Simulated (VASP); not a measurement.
# Si2W (I4/mmm) in VASP: a series of runs

Runs on Si2W. Level: LDA. Tasks: electric field gradients.

Everything below comes from runs of VASP 6.6.1. Logs are shortened: lines on timing, memory, paths and dates and some standing lists are left out, and cuts for length are marked.

## 1. The cell of the first run

Symmetry: I4/mmm, No. 139, tetragonal system. Conventional cell: a = 3.116 Å, b = 3.116 Å, c = 7.880 Å, α = 90.00°, β = 90.00°, γ = 90.00°. Within 3.4 Å of Si (site symmetry 4mm) lie 9 Si at 2.56 to 3.12 Å and 5 W at 2.57 to 2.62 Å. Within 3.4 Å of W (site symmetry 4/mmm) lie 10 Si at 2.57 to 2.62 Å and 4 W at 3.12 Å.

## 2. Electric field gradients, LDA (equal xx and yy strain of -3 %)

INCAR

```
SYSTEM = Si2W
ALGO     = Normal         ! electronic algorithm
EDIFF    = 1E-8           ! SCF threshold, eV
ENCUT    = 520            ! plane-wave cutoff, eV
GGA      = CA             ! functional
ISIF     = 2              ! what is computed and relaxed
ISMEAR   = -1             ! smearing method
ISYM     = 0            
LASPH    = .True.         ! aspherical terms in the spheres
LCHARG   = .False.        ! write CHGCAR
LEFG     = .True.       
LREAL    = .False.        ! projectors in reciprocal space
LWAVE    = .False.        ! write WAVECAR
NBANDS   = 18             ! bands
NELM     = 80             ! most SCF steps
PREC     = Accurate       ! precision mode
SIGMA    = 0.05           ! smearing width, eV
```

KPOINTS

```
k-points
0
Gamma
  11 11 14
  0 0 0
```

POSCAR

```
Si2W
1.0
   -1.5578200000      1.5578200000      3.9400000000
    1.5578200000     -1.5578200000      3.9400000000
    1.5578200000      1.5578200000     -3.9400000000
Si W
2 1
Direct
    0.3330000000      0.3330000000      0.0000000000
    0.6670000000      0.6670000000      0.0000000000
    0.0000000000      0.0000000000      0.0000000000
```

Potentials or basis: VASP PAW LDA potentials, release 64 (Si, W_sv).

Launch:

```sh
$ cat potpaw_LDA.64/Si/POTCAR potpaw_LDA.64/W_sv/POTCAR > POTCAR
$ mpirun -np 1 vasp_std > vasp.out
```

OUTCAR:

```text
SYSTEM = Si2W
   EDIFF = 1E-8
   ENCUT = 520
   GGA = CA
   ISIF = 2
   ISMEAR = -1
   ISYM = 0
   LASPH = .True.
   LREAL = .False.
   NELM = 80
   PREC = Accurate

 ion  position               nearest neighbor table
   1  0.333  0.333  0.000-   2 2.56   2 2.56   2 2.56   2 2.56   3 2.57   3 2.57   3 2.57   3 2.57
                             3 2.62   2 2.63
   2  0.667  0.667  0.000-   1 2.56   1 2.56   1 2.56   1 2.56   3 2.57   3 2.57   3 2.57   3 2.57
                             3 2.62   1 2.63
   3  0.000  0.000  0.000-   2 2.57   2 2.57   2 2.57   1 2.57   2 2.57   1 2.57   1 2.57   1 2.57
                             1 2.62   2 2.62

IMPORTANT INFORMATION: All symmetrisations will be switched off!
NOSYMM: (Re-)initialisation of all symmetry stuff for point group C_1.

----------------------------------------------------------------------------------------

                                     Primitive cell

  volume of cell :      38.2464

  direct lattice vectors                    reciprocal lattice vectors
    -1.557820000  1.557820000  3.940000000     0.000000000  0.320961343  0.126903553
     1.557820000 -1.557820000  3.940000000     0.320961343  0.000000000  0.126903553
     1.557820000  1.557820000 -3.940000000     0.320961343  0.320961343  0.000000000

  length of vectors
     4.514111907  4.514111907  4.514111907     0.345138662  0.345138662  0.453907885

  position of ions in fractional coordinates (direct lattice)
     0.333000000  0.333000000  0.000000000
     0.667000000  0.667000000  0.000000000
     0.000000000  0.000000000  0.000000000

  ion indices of the primitive-cell ions
   primitive index   ion index
                 1           1
                 2           2
                 3           3

----------------------------------------------------------------------------------------

 KPOINTS: k-points

Automatic generation of k-mesh.
 Grid dimensions read from file:
 generate k-points for:   11   11   14

 Generating k-lattice:

  Cartesian coordinates                     Fractional coordinates (reciprocal lattice)
     0.000000000  0.029178304  0.011536687     0.090909091  0.000000000 -0.000000000
     0.029178304  0.000000000  0.011536687     0.000000000  0.090909091 -0.000000000
     0.022925810  0.022925810  0.000000000     0.000000000  0.000000000  0.071428571

  Length of vectors
     0.031376242  0.031376242  0.032421992

  Shift w.r.t. Gamma in fractional coordinates (k-lattice)
     0.000000000  0.000000000  0.000000000

 -----------------------------------------------------------------------------
|                                                                             |
|           W    W    AA    RRRRR   N    N  II  N    N   GGGG   !!!           |
|           W    W   A  A   R    R  NN   N  II  NN   N  G    G  !!!           |
|           W    W  A    A  R    R  N N  N  II  N N  N  G       !!!           |
|           W WW W  AAAAAA  RRRRR   N  N N  II  N  N N  G  GGG   !            |
|           WW  WW  A    A  R   R   N   NN  II  N   NN  G    G                |
|           W    W  A    A  R    R  N    N  II  N    N   GGGG   !!!           |
|                                                                             |
|     Your reciprocal lattice and k-lattice belong to different lattice       |
|     classes:                                                                |
|                                                                             |
|        The reciprocal lattice is body-centered tetragonal,                  |
|        whereas your k-lattice is base-centered monoclinic.                  |
|                                                                             |
|     Results are often still useful ...                                      |
|                                                                             |
 -----------------------------------------------------------------------------

 WARNING: IBZKPT: internal override: KBLOWUP is changed to .FALSE.
      ... skipping the blow-up phase ...

 Subroutine IBZKPT returns following result:
 ===========================================
[... 39 lines left out ...]
   PREC   = accura    normal or accurate (medium, high low for compatibility)
   ISTART =      0    job   : 0-new  1-cont  2-samecut
   ICHARG =      2    charge: 1-file 2-atom 10-const
   ISPIN  =      1    spin polarized calculation?
   LNONCOLLINEAR =      F non collinear calculations
   LSORBIT =      F    spin-orbit coupling
   LASPH  =      T    aspherical Exc in radial PAW
   ENCUT  =  520.0 eV  38.22 Ry    6.18 a.u.   8.39  8.39  8.39*2*pi/ulx,y,z
   NELM   =     80;   NELMIN=  2; NELMDL= -5     # of ELM steps
   EDIFF  = 0.1E-07   stopping-criterion for ELM
   LREAL  =      F    real-space projection
   EDIFFG = 0.1E-06   stopping-criterion for IOM
   NSW    =      0    number of steps for IOM
   IBRION =     -1    ionic relax: 0-MD 1-quasi-New 2-CG
   NFREE  =      0    steps in history (QN), initial steepest desc. (CG)
   ISIF   =      2    stress and relaxation
   ISYM   =      0    0-nonsym 1-usesym 2-fastsym
   POTIM  = 0.5000    time-step for ionic-motion
   TEBEG  =    0.0;   TEEND  =   0.0 temperature during run
   PSTRESS=    0.0 pullay stress
   NELECT =      22.0000    total number of electrons
   NUPDOWN=      -1.0000    fix difference up-down
   EMIN   =  10.00;   EMAX   =-10.00  energy-range for DOS
   EFERMI =   0.00;   METHOD = LEGACY
   ISMEAR =    -1;   SIGMA  =   0.05  broadening in eV -4-tet -1-fermi 0-gaus
   EFERMI_NEDOS =   21; number of points for ismear=-14 and -15
   IALGO  =     38    algorithm
   IMIX   =      4    mixing-type and parameters
     AMIX     =   0.40;   BMIX     =  1.00
     AMIX_MAG =   1.60;   BMIX_MAG =  1.00
  volume/ion in A,a.u.               =      12.75        86.03
  Fermi-wavevector in a.u.,A,eV,Ry     =   1.361504  2.572869 25.221013  1.853692
  Thomas-Fermi vector in A             =   2.488074
   LORBIT       =      0    0 simple, 1 ext, 2 COOP (PROOUT), +10 PAW based schemes
   GGA     = CA    functional components
   LHFCALC =     F    Hartree Fock is set to
   AEXX    =    0.0000 exact exchange contribution
   IVDW    =     0    specifies the selected vdW correction
   LEPSILON=     F    determine dielectric tensor
   LRPA    =     F    only Hartree local field effects (RPA)
 non-spin polarized calculation
  energy-cutoff  :      520.00
  volume of cell :       38.25
 maximum number of plane-waves:      1051
 NGX is ok and might be reduce to    36
   NGX = 17   NGY = 17   NGZ = 17

 number of electron      22.0000000 magnetization

 Free energy of the ion-electron system (eV)
  ---------------------------------------------------
  ext. energy  EPLUGINS =         0.00000000
  ---------------------------------------------------
  free energy    TOTEN  =       -27.28038044 eV

  energy without entropy =      -27.27816693  energy(sigma->0) =      -27.27927369

 E-fermi :  12.7940     XC(G=0): -12.9172

 val. band max:       12.7820413777   @ k =  -0.3636  -0.3636   0.4286
 cond. band min:      12.8081942828   @ k =  -0.2727   0.2727   0.5000
 fundamental gap:      0.0261529051
 Fermi energy:        12.7940154966

 k-point     1 :       0.0000    0.0000    0.0000
  band No.  band energies     occupation
      1     -60.5567      2.00000
      2     -25.1749      2.00000
      3     -25.0452      2.00000
      4     -25.0444      2.00000
      5      -1.7738      2.00000
      6       5.4856      2.00000
[... 481 lines left out ...]
      5       2.0382      2.00000
      6       3.7334      2.00000
[... 10 lines left out ...]
     17      20.2258      0.00000
     18      21.6007      0.00000

 [... further k-points ...]

------------------------ aborting loop because EDIFF is reached ----------------------------------------

  FORCE on cell =-STRESS in cart. coord.  units (eV):
  Direction    XX          YY          ZZ          XY          YZ          ZX
  --------------------------------------------------------------------------------------
  -------------------------------------------------------------------------------------
  Total        3.0856692      3.0856696     -0.4946088     -0.0045910     -0.0025475     -0.0025473
  in kB      129.2614989    129.2615145    -20.7196130     -0.1923219     -0.1067168     -0.1067098
  external PRESSURE =      79.2678001 kB  Pullay stress =       0.0000000 kB

 VOLUME and BASIS-vectors are now :
 -----------------------------------------------------------------------------
  energy-cutoff  :      520.00
  volume of cell :       38.25
      direct lattice vectors                 reciprocal lattice vectors
    -1.557820000  1.557820000  3.940000000     0.000000000  0.320961343  0.126903553
     1.557820000 -1.557820000  3.940000000     0.320961343  0.000000000  0.126903553
     1.557820000  1.557820000 -3.940000000     0.320961343  0.320961343  0.000000000

 POSITION                                       TOTAL-FORCE (eV/Angst)
 -----------------------------------------------------------------------------------
      0.00000      0.00000      2.62404         0.000082      0.000082      0.168537
      0.00000      0.00000      5.25596        -0.000082     -0.000082     -0.168537
      0.00000      0.00000      0.00000         0.000000      0.000000      0.000000
 -----------------------------------------------------------------------------------
    total drift:                                0.000000     -0.000000      0.000000

  FREE ENERGIE OF THE ION-ELECTRON SYSTEM (eV)
  ---------------------------------------------------
  free  energy   TOTEN  =       -27.2803804389 eV

  energy  without entropy=      -27.2781669317  energy(sigma->0) =      -27.27927369

 Electric field gradients (V/A^2)
---------------------------------------------------------------------
 ion       V_xx      V_yy      V_zz      V_xy      V_xz      V_yz
---------------------------------------------------------------------
   1       2.634     2.634    -5.268     0.052    -0.002    -0.002
   2       2.634     2.634    -5.268     0.052    -0.002    -0.002
   3      33.843    33.843   -67.686     0.459     0.003     0.003
---------------------------------------------------------------------

 Electric field gradients after diagonalization (V/A^2)
 (convention: |V_zz| > |V_xx| > |V_yy|)
----------------------------------------------------------------------
 ion       V_xx      V_yy      V_zz     asymmetry (V_yy - V_xx)/ V_zz
----------------------------------------------------------------------
   1       2.686     2.582    -5.268       0.020
   2       2.686     2.582    -5.268       0.020
   3      34.302    33.384   -67.686       0.014
----------------------------------------------------------------------

           NMR quadrupolar parameters

 Cq : quadrupolar parameter    Cq=e*Q*V_zz/h
 eta: asymmetry parameters     (V_yy - V_xx)/ V_zz
 Q  : nuclear electric quadrupole moment in mb (millibarn)
----------------------------------------------------------------------
 ion       Cq(MHz)       eta       Q (mb)
----------------------------------------------------------------------
   1      -0.013       0.020       1.000
   2      -0.013       0.020       1.000
   3      -0.164       0.014       1.000
----------------------------------------------------------------------
```

Wall time 21 min (1 thread of Intel Xeon 8259CL, shared host); peak memory 0.62 GiB.

What came out:

```yaml
Free_energy: -27.2804 eV
Pressure: 7.9 GPa
Largest_force: 0.169 eV/Å
Band_gap_on_the_k_mesh: zero (bands 11 and 12 overlap by 1.52 eV)
Largest_electric_field_gradient_by_atom: Si -5.3; W -67.7 V/Å²
```

Forces in eV/Å, atoms in the order of the input:
```
Si   0.000  0.000  0.169
Si   0.000  0.000 -0.169
W    0.000  0.000  0.000
```

Electric field gradients, principal values (V/Å²):
```csv
atom,least,middle,greatest (by size)
1 Si,2.582,2.686,-5.268
2 Si,2.582,2.686,-5.268
3 W,33.384,34.302,-67.686
```

Caveat: the cell differs from its parent crystal (equal xx and yy strain of -3 %); the stress differs along the axes, from -2 to 13 GPa; without QUAD_EFG the Cq values of the log hold for a quadrupole moment of 1 mb, not for the nuclei; spin-orbit coupling is left out, which moves the levels of the heavy elements.

## 3. Electric field gradients, LDA (13.28 Å³/atom)

This run uses another cell than the first one, of 13.28 Å³/atom.

INCAR

```
PREC = Accurate
ENCUT = 520
EDIFF = 1E-8
ISMEAR = -1
SIGMA = 0.05
LREAL = False
LASPH = True
NELM = 60
ALGO = Normal
ISIF = 2
LWAVE = False
LCHARG = False
LEFG = True
ISYM = 0
NBANDS = 18
```

KPOINTS

```
Automatic mesh
0
Gamma
  11 11 14
```

POSCAR

```
Si2W
1.0
   -1.5952211517      1.5952211517      3.9135562502
    1.5952211517     -1.5952211517      3.9135562502
    1.5952211517      1.5952211517     -3.9135562502
Si W
2 1
Direct
    0.3330000000      0.3330000000      0.0000000000
    0.6670000000      0.6670000000      0.0000000000
    0.0000000000      0.0000000000      0.0000000000
```

Potentials or basis: VASP PAW LDA potentials, release 64 (Si, W_sv).

Launch:

```sh
$ cat potpaw_LDA.64/Si/POTCAR potpaw_LDA.64/W_sv/POTCAR > POTCAR
$ mpirun -np 1 vasp_std > vasp.out
```

OUTCAR:

```text
PREC = Accurate
   ENCUT = 520
   EDIFF = 1E-8
   ISMEAR = -1
   LREAL = False
   LASPH = True
   NELM = 60
   ISIF = 2
   ISYM = 0

 ion  position               nearest neighbor table
   1  0.333  0.333  0.000-   2 2.60   2 2.60   2 2.60   2 2.60   3 2.61   3 2.61   3 2.61   3 2.61
                             3 2.61   2 2.61
   2  0.667  0.667  0.000-   1 2.60   1 2.60   1 2.60   1 2.60   3 2.61   3 2.61   3 2.61   3 2.61
                             3 2.61   1 2.61
   3  0.000  0.000  0.000-   1 2.61   2 2.61   2 2.61   1 2.61   2 2.61   2 2.61   2 2.61   1 2.61
                             1 2.61   1 2.61

[... 715 lines left out ...]
 Electric field gradients (V/A^2)
---------------------------------------------------------------------
 ion       V_xx      V_yy      V_zz      V_xy      V_xz      V_yz
---------------------------------------------------------------------
   1       4.902     4.902    -9.804     0.059    -0.002    -0.002
   2       4.902     4.902    -9.804     0.059    -0.002    -0.002
   3      66.998    66.998  -133.996     0.043     0.055     0.055
---------------------------------------------------------------------

 Electric field gradients after diagonalization (V/A^2)
 (convention: |V_zz| > |V_xx| > |V_yy|)
----------------------------------------------------------------------
 ion       V_xx      V_yy      V_zz     asymmetry (V_yy - V_xx)/ V_zz
----------------------------------------------------------------------
   1       4.961     4.843    -9.804       0.012
   2       4.961     4.843    -9.804       0.012
   3      67.041    66.955  -133.997       0.001
----------------------------------------------------------------------

           NMR quadrupolar parameters

 Cq : quadrupolar parameter    Cq=e*Q*V_zz/h
 eta: asymmetry parameters     (V_yy - V_xx)/ V_zz
 Q  : nuclear electric quadrupole moment in mb (millibarn)
----------------------------------------------------------------------
 ion       Cq(MHz)       eta       Q (mb)
----------------------------------------------------------------------
   1      -0.024       0.012       1.000
   2      -0.024       0.012       1.000
   3      -0.324       0.001       1.000
----------------------------------------------------------------------
```

stdout:

```text
POSCAR found type information on POSCAR SiW
 POSCAR found :  2 types and       3 ions
 scaLAPACK will be used
 LDA part: xc-table for (Slater(with rela. corr.)+CA(PZ))
 , standard interpolation
[... 28 lines left out ...]
     0.0000487    -0.0543908     0.0025060     7.8626262     0.0025085    -0.0000001
     0.0000670    -0.0543907     0.0025060     7.8626129     0.0025085    -0.0000001
     0.0000923    -0.0543905     0.0025060     7.8625910     0.0025085    -0.0000001
[... 18 lines left out ...]
     0.0000661    -0.0384248    -0.0503608   107.1671133    -0.0503593    -0.0000021
     0.0000910    -0.0383711    -0.0503527   107.1398115    -0.0503512    -0.0000021
     0.0001253    -0.0382865    -0.0503403   107.0988167    -0.0503389    -0.0000021
     0.0001726    -0.0381538    -0.0503215   107.0375650    -0.0503200    -0.0000021
```

Wall time 21 min (1 thread of Intel Xeon 8259CL, shared host); peak memory 0.64 GiB.

What came out:

| Property | Result |
| --- | --- |
| Free energy | -27.3510 eV |
| Pressure | -2.0 GPa |
| Largest force | 0.276 eV/Å |
| Band gap on the k mesh | zero (bands 11 and 12 overlap by 1.28 eV) |
| Largest electric field gradient by atom | Si -9.8; W -134.0 V/Å² |

Forces on the atoms (eV/Å):
```
Si   0.000  0.000  0.276
Si   0.000  0.000 -0.276
W    0.000  0.000  0.000
```

Stress tensor (GPa, compression positive):
```
-1.15  0.04  0.00
 0.04 -1.15  0.00
 0.00  0.00 -3.77
```

Electric field gradients, principal values (V/Å²):
```tsv
atom	least	middle	greatest (by size)
1 Si	4.843	4.961	-9.804
2 Si	4.843	4.961	-9.804
3 W	66.955	67.041	-133.997
```

Caveat: without QUAD_EFG the Cq values of the log hold for a quadrupole moment of 1 mb, not for the nuclei; spin-orbit coupling is left out, which moves the levels of the heavy elements.

(Continued in part 2 of 2.)

The gap in the log of VASP goes by the Fermi energy; the results here count the filled bands.